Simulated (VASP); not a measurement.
A run of VASP 6.6.1:

File INCAR:

```
SYSTEM = CdF2
ALGO     = Normal         ! electronic algorithm
EDIFF    = 1E-6           ! SCF threshold, eV
ENCUT    = 520            ! plane-wave cutoff, eV
GGA      = PS             ! functional
ISIF     = 2              ! what is computed and relaxed
ISMEAR   = 0              ! smearing method
LASPH    = .TRUE.         ! aspherical terms in the spheres
LCHARG   = .FALSE.        ! write CHGCAR
LREAL    = .FALSE.        ! projectors in reciprocal space
LWAVE    = .FALSE.        ! write WAVECAR
NBANDS   = 20             ! bands
NELM     = 60             ! most SCF steps
PREC     = Accurate       ! precision mode
SIGMA    = 0.05           ! smearing width, eV
```

KPOINTS

```
k-points
0
G
  10 10 10
  0 0 0
```

Contents of POSCAR:

```
CdF2
1.0
    0.0000000000      2.6940000000      2.6940000000
    2.6940000000      0.0000000000      2.6940000000
    2.6940000000      2.6940000000      0.0000000000
Cd F
1 2
Direct
    0.0000000000      0.0000000000      0.0000000000
    0.2500000000      0.2500000000      0.2500000000
    0.7500000000      0.7500000000      0.7500000000
```

Potentials or basis: VASP PAW PBE potentials, release 64 (Cd, F).

The run is started by

```console
$ cat potpaw_PBE.64/Cd/POTCAR potpaw_PBE.64/F/POTCAR > POTCAR
$ mpirun -np 1 vasp_std > vasp.out
```

Hardware: 1 thread of AMD EPYC 7R13 (shared host).

Q: How long does it take, and how much memory?

A: It took 28 s on 1 thread of AMD EPYC 7R13 (shared host), peak memory 0.18 GiB. Counts: scf iterations 14, k points 47.
